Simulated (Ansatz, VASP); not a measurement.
**One calculation of BaO, two programs**

POSCAR

```
BaO
1.0
    0.0000000000      2.7718674917      2.7718674917
    2.7718674917      0.0000000000      2.7718674917
    2.7718674917      2.7718674917      0.0000000000
Ba O
1 1
Direct
    0.0000000000      0.0000000000      0.0000000000
    0.5000000000      0.5000000000      0.5000000000
```

The input INCAR.step1:

```
PREC = Accurate
ENCUT = 520
EDIFF = 1E-5
ISMEAR = 0
SIGMA = 0.01
LREAL = F
LASPH = T
NELM = 120
ALGO = Normal
ISIF = 2
LWAVE = T
GGA = PE
NBANDS = 15
GGA_COMPAT = F
```

The input INCAR.step2:

```
PREC = Accurate
ENCUT = 520
EDIFF = 1E-6
ISMEAR = 0
SIGMA = 0.01
LREAL = F
LASPH = T
NELM = 120
ALGO = Normal
ISIF = 2
LWAVE = F
LCHARG = T
GGA = PE
LHFCALC = T
AEXX = 0.2
HFSCREEN = 0.5
PRECFOCK = Normal
LELF = T
LVHAR = T
ISTART = 1
NBANDS = 15
GGA_COMPAT = F
```

File KPOINTS:

```
Automatic mesh
0
Gamma
  4 4 4
```

Input for Ansatz:

```yaml
crystal:
  lattice:
    - [0.0, 2.7718674917, 2.7718674917]
    - [2.7718674917, 0.0, 2.7718674917]
    - [2.7718674917, 2.7718674917, 0.0]
  atoms:
    - { symbol: Ba, position: [0.0, 0.0, 0.0] }
    - { symbol: O, position: [0.5, 0.5, 0.5] }
kpoints:
  mp_grid: { grid: [4, 4, 4] }
hamiltonian:
  xc: { exchange: pbe, correlation: pbe, exx: { coeff: 0.2, omega: 0.5 } }
  pseudopotentials: { azcp: { folder: soft_1 } }
scf:
  occupations: { method: fixed }
  n_extra_bands: 4
output:
  forces: true
  stress: true
  eigenvalues: true
```

Alike in both runs: task single point; functional PBE-based screened hybrid with a share of 0.2 of exact exchange and HFSCREEN = 0.5; k mesh 4 × 4 × 4; no spin polarisation.

|  | VASP | Ansatz |
| --- | --- | --- |
| version | VASP 6.6.1 | Ansatz 0.2.0 |
| potentials or method | VASP PAW PBE potentials, release 64 (Ba_sv, O) | plane waves |
| plane-wave cutoff (eV) | 520 | 420 |
| occupations | gaussian, width 0.01 eV | fixed |
| valence electrons in the cell | 16 | 16 |

```tsv
	VASP	Ansatz	Ansatz less VASP
gap on the k mesh at the Fermi level (eV)	2.51	2.58	+0.067
pressure (GPa)	1.7	0.1	-1.62
```

VASP's potentials were made for PBE, not for PBE-based screened hybrid. Ansatz's warnings: stress exchange threshold loose, stress scf threshold loose.

The k mesh is coarse, so the values compare programs but aren't converged. Neither program's run includes spin-orbit coupling.
